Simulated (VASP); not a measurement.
Wanted: the native input for a VASP 6.6.1 run.

```yaml
Task: single point
Functional: r2SCAN
Potentials_or_basis: VASP PAW PBE potentials, release 64 (Mg_sv, O)
Cutoff: 660 eV
k_mesh: 10 × 10 × 10
Occupations: gaussian, width 0.01 eV
Spin: no spin polarisation
Dipole_correction: no
Second_run: valence_matched
Further_INCAR_settings: ALGO = Normal; EDIFF = 1e-06; NBANDS = 15
```

Crystal: MgO.

```
Mg O
1.0
     2.62335    0.00000    0.00000
     0.00000    2.62335    0.00000
     0.00000    0.00000    2.77367
Mg O
1 1
Direct
  0.00000 0.00000 0.00000
  0.50000 0.50000 0.50000
```

This cell differs from its parent crystal: uniaxial z strain +5.7%.

The input as run:

POSCAR

```
MgO
1.0
    2.6233491278      0.0000000000      0.0000000000
    0.0000000000      2.6233491278      0.0000000000
    0.0000000000      0.0000000000      2.7736670328
Mg O
1 1
Direct
    0.0000000000      0.0000000000      0.0000000000
    0.5000000000      0.5000000000      0.5000000000
```

INCAR.step1

```
SYSTEM = MgO
PREC = Accurate
ENCUT = 660
ISMEAR = 0
SIGMA = 0.01
LREAL = .False.
LASPH = .True.
NELM = 120
NBANDS = 15
GGA = PE
ALGO = Normal
EDIFF = 1E-5
LWAVE = .True.
LCHARG = .False.
GGA_COMPAT = .False.
```

INCAR.step2

```
SYSTEM = MgO
PREC = Accurate
ENCUT = 660
EDIFF = 1E-6
ISMEAR = 0
SIGMA = 0.01
LREAL = .False.
LASPH = .True.
NELM = 120
ALGO = Normal
ISIF = 2
LWAVE = .False.
LCHARG = .False.
METAGGA = R2SCAN
LMIXTAU = .True.
NBANDS = 15
ISTART = 1
GGA_COMPAT = .False.
```

KPOINTS

```
Automatic mesh
0
Gamma
  10 10 10
  0 0 0
```

Potentials or basis: VASP PAW PBE potentials, release 64 (Mg_sv, O).

Launch:

```bash
$ cat potpaw_PBE.64/Mg_sv/POTCAR potpaw_PBE.64/O/POTCAR > POTCAR
$ cp INCAR.step1 INCAR
$ mpirun -np 1 vasp_std > vasp.out
$ cp INCAR.step2 INCAR
$ mpirun -np 1 vasp_std > vasp.out
```

Results of the run:

```yaml
Pressure: -7.9 GPa
Band_gap_on_the_k_mesh: 2.70 eV, indirect (least direct gap 3.60 eV)
```

Caveat: the cell differs from its parent crystal (uniaxial z strain +5.7%); the PAW data sets were made with another functional, which shifts forces and pressure a little.

It took 110 s on 1 thread of AMD EPYC 9R45 96-Core Processor (Zen 5), on a shared host, peak memory 0.15 GiB.
